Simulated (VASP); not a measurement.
# TaN (Fm-3m) in VASP: further runs, part 2 of 2

VASP 6.6.1. Earlier steps stand in the parts before.

## Step 4: Single point, PBEsol, non-collinear spin, zero start, spin-orbit coupling

The input, INCAR:

```
ALGO = Normal ; EDIFF = 1E-6
ENCUT = 600 ; GGA = PS
GGA_COMPAT = False ; ISIF = 2
ISMEAR = -1 ; LASPH = True
LCHARG = False ; LMAXMIX = 4
LNONCOLLINEAR = True ; LORBIT = 11
LORBMOM = True ; LREAL = False
LSORBIT = True ; LWAVE = False
MAGMOM = 0 0 0 0 0 0 ; NBANDS = 30
NELM = 200 ; PREC = Accurate
SIGMA = 0.05
```

The input, KPOINTS:

```
k-points
0
Gamma
  10 10 10
```

The input, POSCAR:

```
TaN
1.0
    0.0000000000      2.2113230000      2.2113230000
    2.2113230000      0.0000000000      2.2113230000
    2.2113230000      2.2113230000      0.0000000000
Ta N
1 1
Direct
    0.5000000000      0.5000000000      0.5000000000
    0.0000000000      0.0000000000      0.0000000000
```

Potentials or basis: VASP PAW PBE potentials, release 64 (Ta_sv_GW, N).

On the command line:

```bash
> cat potpaw_PBE.64/Ta_sv_GW/POTCAR potpaw_PBE.64/N/POTCAR > POTCAR
> mpirun -np 1 vasp_ncl > vasp.out
```

OUTCAR:

```text
EDIFF = 1E-6
   ENCUT = 600
   GGA = PS
   ISIF = 2
   ISMEAR = -1
   LASPH = True
   LNONCOLLINEAR = True
   LORBIT = 11
   LREAL = False
   LSORBIT = True
   NELM = 200
   PREC = Accurate

 ion  position               nearest neighbor table
   1  0.500  0.500  0.500-   2 2.21   2 2.21   2 2.21   2 2.21   2 2.21   2 2.21
   2  0.000  0.000  0.000-   1 2.21   1 2.21   1 2.21   1 2.21   1 2.21   1 2.21

  LATTYP: Found a face centered cubic cell.
 ALAT       =     4.4226460000

  Lattice vectors:

 A1 = (   0.0000000000,   2.2113230000,   2.2113230000)
 A2 = (   2.2113230000,   0.0000000000,   2.2113230000)
 A3 = (   2.2113230000,   2.2113230000,   0.0000000000)

Analysis of symmetry for initial positions (statically):
=====================================================================
 Subroutine PRICEL returns:
 Original cell was already a primitive cell.

 Routine SETGRP: Setting up the symmetry group for a
 face centered cubic supercell.

 Subroutine GETGRP returns: Found 48 space group operations
 (whereof 48 operations were pure point group operations)
 out of a pool of 48 trial point group operations.

The static configuration has the point symmetry O_h .

Analysis of symmetry for dynamics (positions and initial velocities):
=====================================================================
 Subroutine PRICEL returns:
 Original cell was already a primitive cell.

 Routine SETGRP: Setting up the symmetry group for a
 face centered cubic supercell.

 Subroutine GETGRP returns: Found 48 space group operations
 (whereof 48 operations were pure point group operations)
 out of a pool of 48 trial point group operations.

The dynamic configuration has the point symmetry O_h .

Analysis of structural, dynamic, and magnetic symmetry:
=====================================================================
 Subroutine PRICEL returns:
 Original cell was already a primitive cell.

 Routine SETGRP: Setting up the symmetry group for a
 face centered cubic supercell.

 Subroutine GETGRP returns: Found 48 space group operations
 (whereof 48 operations were pure point group operations)
 out of a pool of 48 trial point group operations.

The overall configuration has the point symmetry O_h .

 Subroutine INISYM returns: Found 48 space group operations
 (whereof 48 operations are pure point group operations),
 and found     1 'primitive' translations

----------------------------------------------------------------------------------------

                                     Primitive cell

  volume of cell :      21.6265

  direct lattice vectors                    reciprocal lattice vectors
[... 941 lines left out ...]
  FORCE on cell =-STRESS in cart. coord.  units (eV):
  Direction    XX          YY          ZZ          XY          YZ          ZX
  --------------------------------------------------------------------------------------
  -------------------------------------------------------------------------------------
  Total       -1.4025667     -1.4025667     -1.4025667     -0.0000000      0.0000000     -0.0000000
  in kB     -103.9076624   -103.9076624   -103.9076624     -0.0000000      0.0000000     -0.0000000
  external PRESSURE =    -103.9076624 kB  Pullay stress =       0.0000000 kB

 VOLUME and BASIS-vectors are now :
 -----------------------------------------------------------------------------
  energy-cutoff  :      600.00
  volume of cell :       21.63
      direct lattice vectors                 reciprocal lattice vectors
     0.000000000  2.211323000  2.211323000    -0.226108985  0.226108985  0.226108985
     2.211323000  0.000000000  2.211323000     0.226108985 -0.226108985  0.226108985
     2.211323000  2.211323000  0.000000000     0.226108985  0.226108985 -0.226108985

 POSITION                                       TOTAL-FORCE (eV/Angst)
 -----------------------------------------------------------------------------------
      2.21132      2.21132      2.21132        -0.000000     -0.000000     -0.000000
      0.00000      0.00000      0.00000         0.000000      0.000000      0.000000
 -----------------------------------------------------------------------------------
    total drift:                                0.000000      0.000000      0.000000

  FREE ENERGIE OF THE ION-ELECTRON SYSTEM (eV)
  ---------------------------------------------------
  free  energy   TOTEN  =       -27.1449141576 eV

  energy  without entropy=      -27.1385748950  energy(sigma->0) =      -27.14174453

 orbital moment (x)

 # of ion     p       d       f       tot
 ------------------------------------------------
  1         0.000  -0.000  -0.000  -0.000
  2         0.000   0.000   0.000   0.000
 ------------------------------------------------
            0.000  -0.000  -0.000  -0.000

 orbital moment (y)

 # of ion     p       d       f       tot
 ------------------------------------------------
  1         0.000  -0.000  -0.000  -0.000
  2         0.000   0.000   0.000   0.000
 ------------------------------------------------
            0.000  -0.000  -0.000  -0.000

 orbital moment (z)

 # of ion     p       d       f       tot
 ------------------------------------------------
  1         0.000   0.000   0.000   0.000
  2         0.000   0.000   0.000   0.000
 ------------------------------------------------
            0.000   0.000   0.000   0.000

 Spin-Orbit-Coupling matrix elements

 Ion:    1  E_soc:     -2.7869584
 l=   1
     0.0000000    -0.4454872    -0.4454872
    -0.4454872     0.0000000    -0.4454872
    -0.4454872    -0.4454872     0.0000000
 l=   2
     0.0000000    -0.0054325     0.0000000    -0.0054325    -0.0135375
    -0.0054325     0.0000000    -0.0101531    -0.0054325    -0.0033844
     0.0000000    -0.0101531     0.0000000    -0.0101531     0.0000000
    -0.0054325    -0.0054325    -0.0101531     0.0000000    -0.0033844
    -0.0135375    -0.0033844     0.0000000    -0.0033844     0.0000000
 l=   3
     0.0000000     0.0000023     0.0000000     0.0000000     0.0000000    -0.0000016    -0.0000448
     0.0000023     0.0000000     0.0000039     0.0000000     0.0000039     0.0000062     0.0000023
     0.0000000     0.0000039     0.0000000    -0.0000296     0.0000027    -0.0000109     0.0000000
     0.0000000     0.0000000    -0.0000296     0.0000000    -0.0000296     0.0000000     0.0000000
     0.0000000     0.0000039     0.0000027    -0.0000296     0.0000000    -0.0000109     0.0000000
    -0.0000016     0.0000062    -0.0000109     0.0000000    -0.0000109     0.0000000    -0.0000016
    -0.0000448     0.0000023     0.0000000     0.0000000     0.0000000    -0.0000016     0.0000000

 Ion:    2  E_soc:     -0.0004574
 l=   1
     0.0000000    -0.0000762    -0.0000762
    -0.0000762     0.0000000    -0.0000762
    -0.0000762    -0.0000762     0.0000000
 l=   2
     0.0000000     0.0000000     0.0000000     0.0000000     0.0000000
     0.0000000     0.0000000     0.0000000     0.0000000     0.0000000
     0.0000000     0.0000000     0.0000000     0.0000000     0.0000000
     0.0000000     0.0000000     0.0000000     0.0000000     0.0000000
     0.0000000     0.0000000     0.0000000     0.0000000     0.0000000
 l=   3
     0.0000000     0.0000000     0.0000000     0.0000000     0.0000000     0.0000000     0.0000000
     0.0000000     0.0000000     0.0000000     0.0000000     0.0000000     0.0000000     0.0000000
     0.0000000     0.0000000     0.0000000     0.0000000     0.0000000     0.0000000     0.0000000
     0.0000000     0.0000000     0.0000000     0.0000000     0.0000000     0.0000000     0.0000000
     0.0000000     0.0000000     0.0000000     0.0000000     0.0000000     0.0000000     0.0000000
     0.0000000     0.0000000     0.0000000     0.0000000     0.0000000     0.0000000     0.0000000
     0.0000000     0.0000000     0.0000000     0.0000000     0.0000000     0.0000000     0.0000000

 total charge

# of ion       s       p       d       f       tot
--------------------------------------------------
    1        3.121   6.040   2.387   0.126  11.674
    2        1.218   2.504   0.000   0.000   3.722
--------------------------------------------------
tot          4.339   8.544   2.387   0.126  15.396

 magnetization (x)

# of ion       s       p       d       f       tot
--------------------------------------------------
    1        0.000   0.000   0.000   0.000   0.000
    2       -0.000   0.000   0.000   0.000   0.000
--------------------------------------------------
tot          0.000   0.000   0.000   0.000   0.000

 magnetization (y)

# of ion       s       p       d       f       tot
--------------------------------------------------
    1        0.000  -0.000  -0.000  -0.000  -0.000
    2        0.000   0.000   0.000   0.000   0.000
--------------------------------------------------
tot          0.000  -0.000  -0.000  -0.000  -0.000

 magnetization (z)

# of ion       s       p       d       f       tot
--------------------------------------------------
    1        0.000  -0.000   0.000   0.000   0.000
    2        0.000   0.000   0.000   0.000   0.000
--------------------------------------------------
tot          0.000   0.000   0.000   0.000   0.000
```

OSZICAR:

```text
N       E                     dE             d eps       ncg     rms          rms(c)
DAV:   1     0.135526620543E+03    0.13553E+03   -0.11878E+04  2836   0.136E+03
DAV:   2    -0.222280335690E+02   -0.15775E+03   -0.15253E+03  3566   0.373E+02
DAV:   3    -0.309413385250E+02   -0.87133E+01   -0.86572E+01  3724   0.835E+01
DAV:   4    -0.311291439791E+02   -0.18781E+00   -0.18777E+00  3274   0.980E+00
DAV:   5    -0.311315711594E+02   -0.24272E-02   -0.24272E-02  3538   0.105E+00    0.482E+01
DAV:   6    -0.272976361514E+02    0.38339E+01   -0.80663E+00  3142   0.269E+01    0.482E+01
DAV:   7    -0.272023206120E+02    0.95316E-01   -0.73503E-01  3018   0.711E+00    0.273E+01
DAV:   8    -0.271485962636E+02    0.53724E-01   -0.21119E-01  3054   0.374E+00    0.135E+00
DAV:   9    -0.271450485450E+02    0.35477E-02   -0.11852E-02  3116   0.954E-01    0.160E+00
DAV:  10    -0.271449572020E+02    0.91343E-04   -0.13817E-03  3066   0.346E-01    0.104E+00
DAV:  11    -0.271449654696E+02   -0.82675E-05   -0.10012E-04  3084   0.991E-02    0.545E-01
DAV:  12    -0.271449206696E+02    0.44800E-04   -0.22231E-04  2958   0.170E-01    0.565E-01
DAV:  13    -0.271449126792E+02    0.79904E-05   -0.23704E-05  3196   0.489E-02    0.237E-01
DAV:  14    -0.271449141177E+02   -0.14385E-05   -0.21623E-06  2556   0.132E-02    0.145E-02
DAV:  15    -0.271449141576E+02   -0.39930E-07   -0.92426E-08  1476   0.343E-03
   1 F= -.27144914E+02 E0= -.27141745E+02  d E =-.633926E-02  mag=    -0.0000    -0.0000    -0.0000
```

Run time: 70 s. Hardware: 1 thread of AMD EPYC 9R45 (Zen 5), shared host; peak memory 0.25 GiB.

What came out:

```
Free energy                                           : -27.1449 eV
Pressure                                              : -10.4 GPa
Net moment                                            : 0.00 μB per cell
Valence electrons inside the program's atomic spheres : Ta 11.67; N 3.72
```

Moments on the atoms (μB; x, y, z):
```
Ta  0.00 0.00 0.00
N   0.00 0.00 0.00
```

Caveat: the PAW data sets were made with another functional, which shifts forces and pressure a little.

## Step 5: Single point, r2SCAN+U

POSCAR is that of step 4.

The input, INCAR.step1:

```
PREC = Accurate
ENCUT = 660
ISMEAR = -1
SIGMA = 0.05
LREAL = False
LASPH = True
NELM = 200
LMAXMIX = 4
LDAU = True
LDAUTYPE = 2
LDAUL = 2 -1
LDAUU = 2 0
LDAUJ = 0 0
NBANDS = 16
GGA = PE
ALGO = Normal
EDIFF = 1E-5
LWAVE = True
LCHARG = False
GGA_COMPAT = False
```

The input, INCAR.step2:

```
PREC = Accurate
ENCUT = 660
EDIFF = 1E-6
ISMEAR = -1
SIGMA = 0.05
LREAL = False
LASPH = True
NELM = 200
ALGO = Normal
ISIF = 2
LWAVE = False
LCHARG = False
LMAXMIX = 4
LDAU = True
LDAUTYPE = 2
LDAUL = 2 -1
LDAUU = 2 0
LDAUJ = 0 0
LDAUPRINT = 1
METAGGA = R2SCAN
LMIXTAU = True
NBANDS = 16
ISTART = 1
GGA_COMPAT = False
```

The input, KPOINTS:

```
Automatic mesh
0
Gamma
  10 10 10
```

On the command line:

```bash
> cat potpaw_PBE.64/Ta_sv_GW/POTCAR potpaw_PBE.64/N/POTCAR > POTCAR
> cp INCAR.step1 INCAR
> mpirun -np 1 vasp_std > vasp.out
> cp INCAR.step2 INCAR
> mpirun -np 1 vasp_std > vasp.out
```

It took 44 s on 1 thread of Intel Xeon 6975P-C (Granite Rapids), shared host; peak memory 0.19 GiB.

The run converged. Its results:

- Free energy: -60.4322 eV
- Pressure: -0.4 GPa
- Band gap on the k mesh: zero (band 9 reaches 15.82 eV, above the bottom of band 10 at 11.79 eV)

Levels at points of the mesh, in eV from the Fermi level:
```tsv
k point	band 7	band 8	band 9	band 10	band 11	band 12
(0.00, 0.00, 0.00)	-4.25	-4.25	-2.09	-2.09	-2.09	0.34
(0.50, 0.00, 0.00)	-7.86	-7.86	1.93	1.93	1.99	3.67
(0.50, 0.50, 0.00)	-5.53	-5.13	-5.13	2.40	3.53	3.53
```

Eigenvalues of the final occupation matrices:
| site | spin | trace | eigenvalues |
| --- | --- | --- | --- |
| site 1 d | 1 | 1.15 | 0.19 0.19 0.26 0.26 0.26 |
| site 1 d | 2 | 1.15 | 0.19 0.19 0.26 0.26 0.26 |

Caveat: the PAW data sets were made with another functional, which shifts forces and pressure a little; spin-orbit coupling is left out, which moves the levels of the heavy elements; U without spin polarisation on a metal has little footing.

## Step 6: The runs side by side

```tsv
level	spin	U	cutoff (eV)	gap on the mesh (eV)	pressure (GPa)
r2SCAN+U	off	Ta d U = 3.0 eV	660	none	2.6
r2SCAN+U	off	Ta d U = 8.0 eV	660	none	18.8
PBEsol	non-collinear, zero start, SOC	-	600	-	-10.4
r2SCAN+U	off	Ta d U = 2.0 eV	660	none	-0.4
```

Alike in all rows: task single point; potentials or basis VASP PAW PBE potentials, release 64 (Ta_sv_GW, N); cell as given; k mesh 10 × 10 × 10; smearing fermi-dirac 0.05 eV.

Every run on the cell as given and a fine mesh finds a metal. The pressure there spans -10.4 GPa (PBEsol) to 18.8 GPa (r2SCAN+U); a positive pressure means that this level wants a larger cell, a negative one a smaller.

Caveats: the PAW data sets were made with another functional, which shifts forces and pressure a little; spin-orbit coupling is left out, which moves the levels of the heavy elements (some runs); U without spin polarisation on a metal has little footing (some runs).

Absolute energies hang on the potentials; compare differences alone.
